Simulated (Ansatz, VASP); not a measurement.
**Two plane-wave programs on Li2Se**

INCAR

```
SYSTEM = Li2Se
PREC = Accurate
ENCUT = 750
EDIFF = 1E-6
ISMEAR = -1
SIGMA = 0.02
LREAL = .False.
LASPH = .True.
NELM = 120
ALGO = Normal
ISIF = 2
LWAVE = .False.
LCHARG = .True.
GGA = PE
LELF = .True.
LVHAR = .True.
NBANDS = 13
GGA_COMPAT = .False.
```

Contents of KPOINTS:

```
regular mesh
0
Gamma
  8 8 8
  0 0 0
```

File POSCAR:

```
Li2Se
1.0
    0.0000000000      2.9935210574      2.9935210574
    2.9935210574      0.0000000000      2.9935210574
    2.9935210574      2.9935210574      0.0000000000
Se Li
1 2
Direct
    0.0000000000      0.0000000000      0.0000000000
    0.2500000000      0.2500000000      0.2500000000
    0.7500000000      0.7500000000      0.7500000000
```

Input for Ansatz:

```yaml
crystal:
  lattice:
    - [0.0, 2.9935210574, 2.9935210574]
    - [2.9935210574, 0.0, 2.9935210574]
    - [2.9935210574, 2.9935210574, 0.0]
  atoms:
    - { symbol: Se, position: [0.0, 0.0, 0.0] }
    - { symbol: Li, position: [0.25, 0.25, 0.25] }
    - { symbol: Li, position: [0.75, 0.75, 0.75] }
kpoints:
  mp_grid: { grid: [8, 8, 8] }
  band_path:
    path:
      - [0.0, 0.0, 0.0]
      - [0.5, 0.0, 0.5]
      - [0.625, 0.25, 0.625]
      - [0.375, 0.375, 0.75]
      - [0.5, 0.5, 0.5]
      - [0.5, 0.25, 0.75]
      - [0.0, 0.5, 0.5]
    npoints: 1
hamiltonian:
  xc: pbe
scf:
  occupations: { method: fermi_dirac, width: 0.02 }
  n_extra_bands: 4
output:
  forces: true
  stress: true
  eigenvalues: true
  write_density: true
  write_potential: true
  elf: true
  volumetric_format: npy
```

Alike in both runs: task single point; functional PBE; k mesh 8 × 8 × 8; occupations fermi-dirac, width 0.02 eV; no spin polarisation.

```csv
,VASP,Ansatz
version,VASP 6.6.1,Ansatz 0.2.0
potentials or method,"VASP PAW PBE potentials, release 64 (Se, Li_sv)","plane waves, PAW"
plane-wave cutoff (eV),750,420
valence electrons in the cell,12,22
```

|  | VASP | Ansatz | Ansatz less VASP |
| --- | --- | --- | --- |
| gap on the k mesh at the Fermi level (eV) | 2.97 | 2.97 | +0.006 |
| pressure (GPa) | 0.3 | 0.3 | +0.07 |

With one functional, cell and mesh, what is left measures potentials, basis and numerics. VASP's potentials hold 12 valence electrons a cell and Ansatz's 22, so a difference there can come from the potentials and not from the codes.
